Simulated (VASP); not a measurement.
# Ti (Im-3m) in VASP: notebook, part 2 of 2

VASP 6.6.1. The steps go on from the part before.

## Step 4: Electric field gradients, PBEsol (volume scaled by 1.01)

INCAR reads:

```
SYSTEM = Ti
PREC = Accurate
ENCUT = 520
EDIFF = 1E-8
ISMEAR = -1
SIGMA = 0.05
LREAL = .False.
LASPH = .True.
NELM = 60
ALGO = Normal
ISIF = 2
LWAVE = .False.
LCHARG = .False.
GGA = PS
LEFG = .True.
NBANDS = 12
```

KPOINTS reads:

```
Automatic mesh
0
Gamma
  14 14 14
  0 0 0
```

POSCAR reads:

```
Ti
1.0
   -1.6464518673      1.6464518673      1.6464518673
    1.6464518673     -1.6464518673      1.6464518673
    1.6464518673      1.6464518673     -1.6464518673
Ti
1
Direct
    0.0000000000      0.0000000000      0.0000000000
```

Potentials or basis: VASP PAW PBE potentials, release 64 (Ti_sv).

Started as:

```bash
$ cat potpaw_PBE.64/Ti_sv/POTCAR > POTCAR
$ mpirun -np 1 vasp_std > vasp.out
```

OUTCAR:

```text
SYSTEM = Ti
   PREC = Accurate
   ENCUT = 520
   EDIFF = 1E-8
   ISMEAR = -1
   LREAL = .False.
   LASPH = .True.
   NELM = 60
   ISIF = 2
   GGA = PS

 ion  position               nearest neighbor table
   1  0.000  0.000  0.000-

  LATTYP: Found a body centered cubic cell.
 ALAT       =     3.2929037346

  Lattice vectors:

 A1 = (  -1.6464518673,   1.6464518673,   1.6464518673)
 A2 = (   1.6464518673,  -1.6464518673,   1.6464518673)
 A3 = (   1.6464518673,   1.6464518673,  -1.6464518673)

Analysis of symmetry for initial positions (statically):
=====================================================================
 Subroutine PRICEL returns:
 Original cell was already a primitive cell.

 Routine SETGRP: Setting up the symmetry group for a
 body centered cubic supercell.

 Subroutine GETGRP returns: Found 48 space group operations
 (whereof 48 operations were pure point group operations)
[... 540 lines left out ...]

 VOLUME and BASIS-vectors are now :
 -----------------------------------------------------------------------------
  energy-cutoff  :      520.00
  volume of cell :       17.85
      direct lattice vectors                 reciprocal lattice vectors
    -1.646451867  1.646451867  1.646451867     0.000000000  0.303683339  0.303683339
     1.646451867 -1.646451867  1.646451867     0.303683339  0.000000000  0.303683339
     1.646451867  1.646451867 -1.646451867     0.303683339  0.303683339  0.000000000

 POSITION                                       TOTAL-FORCE (eV/Angst)
 -----------------------------------------------------------------------------------
      0.00000      0.00000      0.00000         0.000000      0.000000      0.000000
 -----------------------------------------------------------------------------------
    total drift:                                0.000000      0.000000      0.000000

  FREE ENERGIE OF THE ION-ELECTRON SYSTEM (eV)
  ---------------------------------------------------
  free  energy   TOTEN  =        -8.2098826552 eV

  energy  without entropy=       -8.1889064513  energy(sigma->0) =       -8.19939455

 Electric field gradients (V/A^2)
---------------------------------------------------------------------
 ion       V_xx      V_yy      V_zz      V_xy      V_xz      V_yz
---------------------------------------------------------------------
   1       0.000    -0.000     0.000     0.001     0.001     0.001
---------------------------------------------------------------------

 Electric field gradients after diagonalization (V/A^2)
 (convention: |V_zz| > |V_xx| > |V_yy|)
----------------------------------------------------------------------
 ion       V_xx      V_yy      V_zz     asymmetry (V_yy - V_xx)/ V_zz
----------------------------------------------------------------------
   1      -0.001    -0.001     0.001       0.000
----------------------------------------------------------------------

           NMR quadrupolar parameters

 Cq : quadrupolar parameter    Cq=e*Q*V_zz/h
 eta: asymmetry parameters     (V_yy - V_xx)/ V_zz
 Q  : nuclear electric quadrupole moment in mb (millibarn)
----------------------------------------------------------------------
 ion       Cq(MHz)       eta       Q (mb)
----------------------------------------------------------------------
   1       0.000       0.000       1.000
----------------------------------------------------------------------
```

OSZICAR:

```text
N       E                     dE             d eps       ncg     rms          rms(c)
DAV:   1     0.890951284905E+02    0.89095E+02   -0.65968E+03  2504   0.121E+03
DAV:   2    -0.488420033330E+01   -0.93979E+02   -0.91471E+02  2544   0.300E+02
DAV:   3    -0.935021735705E+01   -0.44660E+01   -0.44022E+01  3484   0.658E+01
DAV:   4    -0.944491320989E+01   -0.94696E-01   -0.94582E-01  2776   0.859E+00
DAV:   5    -0.944724150673E+01   -0.23283E-02   -0.23283E-02  3008   0.121E+00    0.847E+00
DAV:   6    -0.820713581932E+01    0.12401E+01   -0.30549E+00  2696   0.241E+01    0.198E+00
DAV:   7    -0.820226404461E+01    0.48718E-02   -0.73032E-02  2892   0.268E+00    0.122E+00
DAV:   8    -0.820946444511E+01   -0.72004E-02   -0.34960E-02  2684   0.218E+00    0.100E-01
DAV:   9    -0.820984613434E+01   -0.38169E-03   -0.17908E-03  2984   0.410E-01    0.675E-02
DAV:  10    -0.820989112309E+01   -0.44989E-04   -0.28225E-04  2708   0.168E-01    0.187E-02
DAV:  11    -0.820988261072E+01    0.85124E-05   -0.35499E-05  2824   0.857E-02    0.981E-03
DAV:  12    -0.820988258759E+01    0.23130E-07   -0.22945E-06  3140   0.159E-02    0.624E-04
DAV:  13    -0.820988282110E+01   -0.23351E-06   -0.17419E-07  2936   0.401E-03    0.237E-03
DAV:  14    -0.820988267041E+01    0.15070E-06   -0.90471E-08  2592   0.390E-03    0.249E-04
DAV:  15    -0.820988265666E+01    0.13742E-07   -0.19289E-09  1688   0.517E-04    0.473E-05
DAV:  16    -0.820988265516E+01    0.15041E-08   -0.37807E-10  1320   0.233E-04
   1 F= -.82098827E+01 E0= -.81993946E+01  d E =-.209762E-01
```

stdout:

```text
POSCAR found type information on POSCAR Ti
 POSCAR found :  1 types and       1 ions
 scaLAPACK will be used
 -----------------------------------------------------------------------------
|                                                                             |
|                                                                             |
|     You enforced a specific xc type in the INCAR file but a different       |
|     I HOPE YOU KNOW WHAT YOU ARE DOING!                                     |
|                                                                             |
 -----------------------------------------------------------------------------

 LDA part: xc-table for (Slater+PW92), standard interpolation
 POSCAR, INCAR and KPOINTS ok, starting setup
 FFT: planning ... GRIDC
 FFT: planning ... GRID_SOFT
 FFT: planning ... GRID
 WAVECAR not read
 entering main loop
ion   1
```

Wall time 13 s (1 thread of Intel Xeon Platinum 8488C (Sapphire Rapids), shared host); peak memory 0.14 GiB.

What came out:

```yaml
Free_energy: -8.2099 eV
Pressure: -7.7 GPa
Band_gap_on_the_k_mesh: zero (band 6 reaches 8.63 eV, above the bottom of band 7 at 7.02 eV)
```

Levels at points of the mesh, in eV from the Fermi level:
| k point | band 3 | band 4 | band 5 | band 6 | band 7 | band 8 | band 9 | band 10 |
| --- | --- | --- | --- | --- | --- | --- | --- | --- |
| (0.00, 0.00, 0.00) | -32.33 | -32.33 | -5.88 | 0.97 | 0.97 | 0.97 | 2.68 | 2.68 |
| (0.50, 0.00, 0.00) | -32.52 | -32.33 | -2.39 | -0.37 | 1.08 | 2.66 | 3.00 | 4.15 |
| (0.50, 0.50, 0.50) | -32.76 | -32.76 | -2.00 | -2.00 | 3.81 | 3.81 | 3.81 | 8.14 |

Caveat: without QUAD_EFG the Cq values of the log hold for a quadrupole moment of 1 mb, not for the nuclei; the PAW data sets were made with another functional, which shifts forces and pressure a little.
